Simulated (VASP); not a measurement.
A run of VASP 6.6.1:

Contents of INCAR:

```
SYSTEM = BN
  PREC = Accurate
  ENCUT = 520
  EDIFF = 1E-6
  ISMEAR = 0
  SIGMA = 0.05
  LREAL = .FALSE.
  LASPH = .TRUE.
  NELM = 60
  ALGO = Normal
  ISIF = 2
  LWAVE = .FALSE.
  LCHARG = .FALSE.
  IBRION = 2
  NSW = 50
  EDIFFG = -0.01
```

KPOINTS

```
Automatic mesh
0
G
  12 12 4
  0 0 0
```

The input POSCAR:

```
BN
1.0
    2.6707478959      0.0000000000      0.0000000000
   -1.3353739480      2.1549757989      0.0000000000
    0.0000000000      0.0000000000      5.7807916289
B N
2 2
Direct
    0.3333333333      0.6666666667      0.2500000000
    0.6666666667      0.3333333333      0.7500000000
    0.3333333333      0.6666666667      0.7500000000
    0.6666666667      0.3333333333      0.2500000000
```

Potentials or basis: VASP PAW LDA potentials, release 64 (B, N).

Launch:

```console
$ cat potpaw_LDA.64/B/POTCAR potpaw_LDA.64/N/POTCAR > POTCAR
$ mpirun -np 1 vasp_std > vasp.out
```

Hardware: 1 thread of Oxide Virtual Turin-like Processor (shared host).

Q: Estimate the wall time of this run.

A: Wall time 2.2 min on 1 thread of Oxide Virtual Turin-like Processor (shared host), peak memory 0.13 GiB. Counts: scf iterations 47, k points 129, ion steps 8.
